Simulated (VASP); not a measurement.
# Si16B (a cell with a defect) in VASP: single point with PBE+D3(BJ)

Aim: the single point of Si16B (a cell with a defect) with PBE+D3(BJ).

Program: VASP 6.6.1. These are calculated values, not measurements. Logs are shortened: lines on timing, memory, paths and dates and some standing lists are left out, and cuts for length are marked.

## (1) The cell of the first run

The cell holds a defect, 17 atoms: a = 7.679 Å, b = 7.679 Å, c = 7.679 Å, α = 60.00°, β = 60.00°, γ = 60.00°.

## (2) Single point, PBE+D3(BJ), collinear spin

INCAR reads:

```
SYSTEM = Si16B
PREC = Accurate
ENCUT = 520
EDIFF = 1E-6
ISMEAR = -1
SIGMA = 0.05
LREAL = Auto
LASPH = .TRUE.
NELM = 150
ALGO = Normal
ISIF = 2
LWAVE = .FALSE.
LCHARG = .TRUE.
ISPIN = 2
MAGMOM = 0 0 0 0 0 0 0 0 0 0 0 0 0 0 0 0 1
LORBIT = 11
GGA = PE
IVDW = 12
LELF = .TRUE.
LVHAR = .TRUE.
NBANDS = 52
```

KPOINTS reads:

```
Automatic mesh
0
G
  2 2 2
  0 0 0
```

POSCAR reads:

```
Si16B
1.0
    0.0000000000      5.4300000000      5.4300000000
    5.4300000000      0.0000000000      5.4300000000
    5.4300000000      5.4300000000      0.0000000000
Si B
16 1
Direct
    0.0128762477     -0.0081519211      0.0014836556
    0.1302761720      0.1235786039      0.1263971982
   -0.0020762643     -0.0062587583      0.4980853437
    0.1205100194      0.1284436243      0.6188588287
    0.0053756535      0.4963727800      0.0007311057
    0.1304490607      0.6179721574      0.1272405059
   -0.0008094071      0.5057200030      0.4991680202
    0.1275432948      0.6214396708      0.6275900473
    0.5045111608     -0.0061802520      0.0045435646
    0.6246216480      0.1268331549      0.1242243780
    0.5037369667     -0.0080367602      0.5111369865
    0.6260627916      0.1240066025      0.6307235990
    0.5043077447      0.4986991272      0.0040865356
    0.6310993998      0.6191478289      0.1312721747
    0.5005972245      0.4966486504      0.5057328349
    0.6272206271      0.6184491705      0.6303072175
    0.8260749601      0.9349207176      0.3229994040
```

Potentials or basis: VASP PAW PBE potentials, release 64 (Si, B).

Run with:

```sh
$ cat potpaw_PBE.64/Si/POTCAR potpaw_PBE.64/B/POTCAR > POTCAR
$ mpirun -np 1 vasp_std > vasp.out
```

OUTCAR:

```text
SYSTEM = Si16B
   PREC = Accurate
   ENCUT = 520
   EDIFF = 1E-6
   ISMEAR = -1
   LREAL = Auto
   LASPH = .TRUE.
   NELM = 150
   ISIF = 2
   ISPIN = 2
   LORBIT = 11
   GGA = PE
   IVDW = 12
 IVDW          = 12

 ion  position               nearest neighbor table
   1  0.013  0.992  0.001-  17 2.09   6 2.34   2 2.35   4 2.40  10 2.43
   2  0.130  0.124  0.126-   3 2.33   5 2.34   1 2.35   9 2.35
   3  0.998  0.994  0.498-   2 2.33  12 2.33   8 2.34   4 2.37  17 2.59
   4  0.121  0.128  0.619-   7 2.37   3 2.37   1 2.40  11 2.41
   5  0.005  0.496  0.001-   2 2.34   8 2.34   6 2.34  14 2.35
   6  0.130  0.618  0.127-   7 2.33   5 2.34  13 2.34   1 2.34
   7  0.999  0.506  0.499-   6 2.33  16 2.33   8 2.34   4 2.37
   8  0.128  0.621  0.628-   3 2.34   7 2.34  15 2.34   5 2.34
   9  0.505  0.994  0.005-  10 2.34  12 2.34   2 2.35  14 2.35
  10  0.625  0.127  0.124-  17 2.17  13 2.33   9 2.34  11 2.43   1 2.43
  11  0.504  0.992  0.511-  17 2.09  16 2.34  12 2.35   4 2.41  10 2.43
  12  0.626  0.124  0.631-   3 2.33  15 2.34   9 2.34  11 2.35
  13  0.504  0.499  0.004-  10 2.33  16 2.34   6 2.34  14 2.35
  14  0.631  0.619  0.131-   5 2.35  13 2.35  15 2.35   9 2.35
  15  0.501  0.497  0.506-  12 2.34  16 2.34   8 2.34  14 2.35
  16  0.627  0.618  0.630-   7 2.33  15 2.34  11 2.34  13 2.34
  17  0.826  0.935  0.323-   1 2.09  11 2.09  10 2.17   3 2.59

  LATTYP: Found a face centered cubic cell.
 ALAT       =    10.8600000000

  Lattice vectors:

 A1 = (   0.0000000000,   5.4300000000,   5.4300000000)
 A2 = (   5.4300000000,   0.0000000000,   5.4300000000)
 A3 = (   5.4300000000,   5.4300000000,   0.0000000000)

Analysis of symmetry for initial positions (statically):
=====================================================================
 Subroutine PRICEL returns:
 Original cell was already a primitive cell.

 Routine SETGRP: Setting up the symmetry group for a
 face centered cubic supercell.

 Subroutine GETGRP returns: Found  1 space group operations
 (whereof  1 operations were pure point group operations)
 out of a pool of 48 trial point group operations.

The static configuration has the point symmetry C_1 .

Analysis of symmetry for dynamics (positions and initial velocities):
=====================================================================
 Subroutine PRICEL returns:
 Original cell was already a primitive cell.

 Routine SETGRP: Setting up the symmetry group for a
 face centered cubic supercell.

 Subroutine GETGRP returns: Found  1 space group operations
 (whereof  1 operations were pure point group operations)
 out of a pool of 48 trial point group operations.

The dynamic configuration has the point symmetry C_1 .

Analysis of structural, dynamic, and magnetic symmetry:
=====================================================================
 Subroutine PRICEL returns:
 Original cell was already a primitive cell.

 Routine SETGRP: Setting up the symmetry group for a
 face centered cubic supercell.

 Subroutine GETGRP returns: Found  1 space group operations
 (whereof  1 operations were pure point group operations)
 out of a pool of 48 trial point group operations.

The overall configuration has the point symmetry C_1 .

 Subroutine INISYM returns: Found  1 space group operations
 (whereof  1 operations are pure point group operations),
 and found     1 'primitive' translations

----------------------------------------------------------------------------------------

                                     Primitive cell

  volume of cell :     320.2060

  direct lattice vectors                    reciprocal lattice vectors
     0.000000000  5.430000000  5.430000000    -0.092081031  0.092081031  0.092081031
     5.430000000  0.000000000  5.430000000     0.092081031 -0.092081031  0.092081031
     5.430000000  5.430000000  0.000000000     0.092081031  0.092081031 -0.092081031

  length of vectors
     7.679179644  7.679179644  7.679179644     0.159489025  0.159489025  0.159489025

  position of ions in fractional coordinates (direct lattice)
     0.012876248  0.991848079  0.001483656
     0.130276172  0.123578604  0.126397198
     0.997923736  0.993741242  0.498085344
     0.120510019  0.128443624  0.618858829
     0.005375654  0.496372780  0.000731106
     0.130449061  0.617972157  0.127240506
[... 9 lines left out ...]
     0.627220627  0.618449170  0.630307217
     0.826074960  0.934920718  0.322999404

  ion indices of the primitive-cell ions
   primitive index   ion index
                 1           1
                 2           2
                 3           3
                 4           4
                 5           5
                 6           6
[... 9 lines left out ...]
                16          16
                17          17

----------------------------------------------------------------------------------------

 KPOINTS: Automatic mesh

Automatic generation of k-mesh.
 Grid dimensions read from file:
 generate k-points for:    2    2    2

 Generating k-lattice:

  Cartesian coordinates                     Fractional coordinates (reciprocal lattice)
    -0.046040516  0.046040516  0.046040516     0.500000000  0.000000000  0.000000000
     0.046040516 -0.046040516  0.046040516     0.000000000  0.500000000  0.000000000
     0.046040516  0.046040516 -0.046040516     0.000000000  0.000000000  0.500000000

  Length of vectors
     0.079744512  0.079744512  0.079744512

  Shift w.r.t. Gamma in fractional coordinates (k-lattice)
     0.000000000  0.000000000  0.000000000

 Subroutine IBZKPT returns following result:
 ===========================================

 Found      8 irreducible k-points:

 Following reciprocal coordinates:
            Coordinates               Weight
  0.000000  0.000000  0.000000      1.000000
  0.500000  0.000000  0.000000      1.000000
  0.000000  0.500000  0.000000      1.000000
  0.000000  0.000000  0.500000      1.000000
  0.500000  0.500000  0.500000      1.000000
  0.500000  0.500000  0.000000      1.000000
  0.000000  0.500000  0.500000      1.000000
  0.500000  0.000000  0.500000      1.000000
   k-points           NKPTS =      8   k-points in BZ     NKDIM =      8   number of bands    NBANDS=     52
   number of dos      NEDOS =    301   number of ions     NIONS =     17
   total plane-waves  NPLWV = 216000
   dimension x,y,z NGX =    60 NGY =   60 NGZ =   60
   dimension x,y,z NGXF=   120 NGYF=  120 NGZF=  120
   ions per type =              16   1
   NGX,Y,Z   is equivalent  to a cutoff of  12.99, 12.99, 12.99 a.u.
   NGXF,Y,Z  is equivalent  to a cutoff of  25.98, 25.98, 25.98 a.u.
 SYSTEM =  Si16B
   PREC   = accura    normal or accurate (medium, high low for compatibility)
   ISTART =      0    job   : 0-new  1-cont  2-samecut
   ICHARG =      2    charge: 1-file 2-atom 10-const
   ISPIN  =      2    spin polarized calculation?
   LNONCOLLINEAR =      F non collinear calculations
   LSORBIT =      F    spin-orbit coupling
   LASPH  =      T    aspherical Exc in radial PAW
   ENCUT  =  520.0 eV  38.22 Ry    6.18 a.u.  14.28 14.28 14.28*2*pi/ulx,y,z
   NELM   =    150;   NELMIN=  2; NELMDL= -5     # of ELM steps
   EDIFF  = 0.1E-05   stopping-criterion for ELM
   LREAL  =      T    real-space projection
   EDIFFG = 0.1E-04   stopping-criterion for IOM
   NSW    =      0    number of steps for IOM
[... 5 lines left out ...]
   TEBEG  =    0.0;   TEEND  =   0.0 temperature during run
   PSTRESS=    0.0 pullay stress
   NELECT =      67.0000    total number of electrons
   NUPDOWN=      -1.0000    fix difference up-down
   EMIN   =  10.00;   EMAX   =-10.00  energy-range for DOS
   EFERMI =   0.00;   METHOD = LEGACY
   ISMEAR =    -1;   SIGMA  =   0.05  broadening in eV -4-tet -1-fermi 0-gaus
   EFERMI_NEDOS =   21; number of points for ismear=-14 and -15
   IALGO  =     38    algorithm
   IMIX   =      4    mixing-type and parameters
     AMIX     =   0.40;   BMIX     =  1.00
     AMIX_MAG =   1.60;   BMIX_MAG =  1.00
  volume/ion in A,a.u.               =      18.84       127.11
  Fermi-wavevector in a.u.,A,eV,Ry     =   0.971904  1.836632 12.852022  0.944597
  Thomas-Fermi vector in A             =   2.102159
   LORBIT       =     11    0 simple, 1 ext, 2 COOP (PROOUT), +10 PAW based schemes
   GGA     = PE    functional components
   LHFCALC =     F    Hartree Fock is set to
   AEXX    =    0.0000 exact exchange contribution
   IVDW    =    12    specifies the selected vdW correction
   LEPSILON=     F    determine dielectric tensor
   LRPA    =     F    only Hartree local field effects (RPA)
 spin polarized calculation
  energy-cutoff  :      520.00
  volume of cell :      320.21
 maximum number of plane-waves:      8646
 NGX is ok and might be reduce to    60
   NGX = 29   NGY = 29   NGZ = 29

 number of electron      67.0000000 magnetization       0.0000949

 number of electron      67.0000000 magnetization      -0.0000144

 Free energy of the ion-electron system (eV)
  ---------------------------------------------------
  ext. energy  EPLUGINS =         0.00000000
  ---------------------------------------------------
  free energy    TOTEN  =       -88.69690704 eV

  energy without entropy =      -88.66814830  energy(sigma->0) =      -88.68252767

 E-fermi :   6.4351     XC(G=0):  -9.5699

 val. band max:        6.2092350273   @ k =   0.5000   0.0000   0.0000
 cond. band min:       6.4523022484   @ k =   0.5000   0.5000   0.0000
 fundamental gap:      0.2430672212
 Fermi energy:         6.4350886863

 spin component 1

 k-point     1 :       0.0000    0.0000    0.0000
  band No.  band energies     occupation
      1      -6.3330      1.00000
      2      -4.2506      1.00000
      3      -3.9182      1.00000
      4      -3.7278      1.00000
      5      -3.6369      1.00000
      6      -2.5221      1.00000
[... 37 lines left out ...]
     44       7.9130      0.00000
     45       8.2944      0.00000
[... 294 lines left out ...]
      4      -4.1578      1.00000
      5      -4.0011      1.00000
      6      -3.8226      1.00000
[... 37 lines left out ...]
     44      10.2213      0.00000
     45      10.2286      0.00000
 Fermi energy:         6.4350886863

 spin component 2

 k-point     1 :       0.0000    0.0000    0.0000
  band No.  band energies     occupation
      1      -6.3330      1.00000
      2      -4.2506      1.00000
      3      -3.9182      1.00000
      4      -3.7278      1.00000
      5      -3.6369      1.00000
      6      -2.5221      1.00000
[... 37 lines left out ...]
     44       7.9130      0.00000
     45       8.2944      0.00000
[... 294 lines left out ...]
      4      -4.1578      1.00000
      5      -4.0011      1.00000
      6      -3.8226      1.00000
[... 37 lines left out ...]
     44      10.2212      0.00000
     45      10.2286      0.00000
 [bands above 45 left out]

------------------------ aborting loop because EDIFF is reached ----------------------------------------

 Edisp (eV)   -5.34263

 E8    (eV) :    -2.2000

  FORCE on cell =-STRESS in cart. coord.  units (eV):
  Direction    XX          YY          ZZ          XY          YZ          ZX
  --------------------------------------------------------------------------------------
  -------------------------------------------------------------------------------------
  Total       0.43798     2.43409     0.41074    -0.05065    -0.19501     1.22821
  in kB       2.19148    12.17917     2.05515    -0.25345    -0.97574     6.14544
  external pressure =        5.48 kB  Pullay stress =        0.00 kB

 VOLUME and BASIS-vectors are now :
 -----------------------------------------------------------------------------
  energy-cutoff  :      520.00
  volume of cell :      320.21
      direct lattice vectors                 reciprocal lattice vectors
     0.000000000  5.430000000  5.430000000    -0.092081031  0.092081031  0.092081031
     5.430000000  0.000000000  5.430000000     0.092081031 -0.092081031  0.092081031
     5.430000000  5.430000000  0.000000000     0.092081031  0.092081031 -0.092081031

 POSITION                                       TOTAL-FORCE (eV/Angst)
 -----------------------------------------------------------------------------------
      5.39379      0.07797      5.45565        -0.020194      0.014746      0.008491
      1.35737      1.39374      1.37843        -0.020707     -0.010802      0.026633
      8.10062      8.12333     10.81474         0.007427      0.027699     -0.006284
      4.05785      4.01477      1.35182         0.019091     -0.041357      0.030540
      2.69927      0.03316      2.72449         0.036096      0.000935     -0.019108
      4.04650      1.39925      4.06393        -0.022569      0.002556      0.026692
[... 9 lines left out ...]
      6.78075      6.82838      6.76399         0.016432      0.012529     -0.025285
      6.83051      6.23947      9.56221        -0.003537     -0.064359     -0.017625
 -----------------------------------------------------------------------------------
    total drift:                               -0.000067      0.000249     -0.003708

  FREE ENERGIE OF THE ION-ELECTRON SYSTEM (eV)
  ---------------------------------------------------
  free  energy   TOTEN  =       -94.0395410360 eV

  energy  without entropy=      -94.0107822952  energy(sigma->0) =      -94.02516167

 total charge

# of ion       s       p       d       tot
------------------------------------------
    1        0.742   0.936   0.000   1.678
    2        0.751   0.935   0.000   1.687
    3        0.742   0.944   0.000   1.686
    4        0.778   0.906   0.000   1.684
    5        0.739   0.961   0.000   1.700
    6        0.751   0.938   0.000   1.689
[... 9 lines left out ...]
   16        0.751   0.939   0.000   1.690
   17        0.802   0.865   0.000   1.668
--------------------------------------------------
tot         12.765  15.948   0.000  28.713

 magnetization (x)

# of ion       s       p       d       tot
------------------------------------------
    1        0.000   0.000   0.000   0.000
    2        0.000   0.000   0.000   0.000
    3        0.000  -0.000   0.000   0.000
    4       -0.000  -0.000   0.000  -0.000
    5        0.000  -0.000   0.000  -0.000
    6        0.000   0.000   0.000   0.000
[... 9 lines left out ...]
   16        0.000   0.000   0.000   0.000
   17       -0.000  -0.000   0.000  -0.000
--------------------------------------------------
tot         -0.000  -0.000   0.000  -0.000
```

Wall time 7.5 min (1 thread of Intel Xeon Platinum 8488C (Sapphire Rapids), shared host); peak memory 0.7 GiB.

Results:

```yaml
Free_energy: -94.0395 eV
Pressure: 0.5 GPa
Largest_force: 0.081 eV/Å
Net_moment: 0.00 μB per cell
Valence_electrons_inside_the_program's_atomic_spheres: Si 1.68, 1.69, 1.70 (each value once); B 1.67
Dispersion_energy_per_atom: -0.314 eV
```

Forces on the atoms (eV/Å):
```
Si  -0.020  0.015  0.008
Si  -0.021 -0.011  0.027
Si   0.007  0.028 -0.006
Si   0.019 -0.041  0.031
Si   0.036  0.001 -0.019
Si  -0.023  0.003  0.027
Si  -0.014  0.022 -0.013
Si  -0.004 -0.027 -0.009
Si   0.014  0.080 -0.003
Si  -0.015 -0.068  0.011
Si   0.033  0.024 -0.025
Si   0.005 -0.011 -0.011
Si  -0.003  0.049 -0.009
Si   0.002 -0.001 -0.006
Si  -0.030 -0.010  0.040
Si   0.016  0.013 -0.025
B   -0.004 -0.064 -0.018
```

Stress tensor (GPa, compression positive):
```
 0.22 -0.03  0.61
-0.03  1.22 -0.10
 0.61 -0.10  0.21
```

Levels at points of the mesh, in eV from the Fermi level:
Spin up:
| k point | band 31 | band 32 | band 33 | band 34 | band 35 | band 36 |
| --- | --- | --- | --- | --- | --- | --- |
| (0.00, 0.00, 0.00) | -0.81 | -0.56 | -0.54 | -0.27 | 0.14 | 0.15 |
| (0.50, 0.00, 0.00) | -1.23 | -1.20 | -1.04 | -0.23 | 0.45 | 1.02 |
| (0.00, 0.50, 0.00) | -1.28 | -1.21 | -1.19 | 0.20 | 0.61 | 1.03 |
| (0.00, 0.00, 0.50) | -1.22 | -1.20 | -1.03 | -0.23 | 0.45 | 1.02 |
| (0.50, 0.50, 0.50) | -1.25 | -1.19 | -1.19 | 0.13 | 0.50 | 1.03 |
| (0.50, 0.50, 0.00) | -1.76 | -1.74 | -0.63 | 0.02 | 0.67 | 1.27 |
| (0.00, 0.50, 0.50) | -1.76 | -1.74 | -0.62 | 0.02 | 0.67 | 1.27 |
| (0.50, 0.00, 0.50) | -1.77 | -1.77 | -0.60 | 0.34 | 0.90 | 1.17 |
Spin down:
```csv
k point,band 30,band 31,band 32,band 33,band 34,band 35,band 36,band 37
"(0.00, 0.00, 0.00)",-1.58,-0.81,-0.56,-0.54,-0.27,0.14,0.15,0.27
"(0.50, 0.00, 0.00)",-1.31,-1.23,-1.20,-1.04,-0.23,0.45,1.02,1.09
"(0.00, 0.50, 0.00)",-1.37,-1.28,-1.21,-1.19,0.20,0.61,1.03,1.09
"(0.00, 0.00, 0.50)",-1.32,-1.22,-1.20,-1.03,-0.23,0.45,1.02,1.10
"(0.50, 0.50, 0.50)",-1.32,-1.25,-1.19,-1.19,0.13,0.50,1.03,1.08
"(0.50, 0.50, 0.00)",-1.87,-1.76,-1.74,-0.63,0.02,0.67,1.27,1.37
"(0.00, 0.50, 0.50)",-1.87,-1.76,-1.74,-0.62,0.02,0.67,1.27,1.37
"(0.50, 0.00, 0.50)",-1.91,-1.77,-1.77,-0.60,0.34,0.90,1.17,1.21
```

Caveat: the k points lie up to 0.50 Å⁻¹ apart.
